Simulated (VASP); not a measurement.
A run of VASP 6.6.1 is set up as follows.

The input INCAR:

```
PREC = Accurate
ENCUT = 520
EDIFF = 1E-7
ISMEAR = -1
SIGMA = 0.1
LREAL = F
LASPH = T
NELM = 100
ALGO = Normal
ISIF = 2
LWAVE = F
LCHARG = F
GGA = PS
NBANDS = 11
```

Contents of KPOINTS:

```
regular mesh
0
Gamma
  15 15 15
```

POSCAR

```
Pt
1.0
    2.1580713980      0.0000000000      0.0000000000
    0.0000000000      2.1580713980      0.0000000000
    0.0000000000      0.0000000000      2.1580713980
Pt
1
Direct
    0.0000000000      0.0000000000      0.0000000000
```

Potentials or basis: VASP PAW PBE potentials, release 64 (Pt).

Run with:

```bash
$ cat potpaw_PBE.64/Pt/POTCAR > POTCAR
$ mpirun -np 1 vasp_std > vasp.out
```

Q: What does it give for the band gap on the k mesh?

A: Zero (band 5 reaches 26.15 eV, above the bottom of band 6 at 18.26 eV).

Q: Predict the pressure.

A: 464.2 GPa.

Caveat: the PAW data sets were made with another functional, which shifts forces and pressure a little; spin-orbit coupling is left out, which moves the levels of the heavy elements.
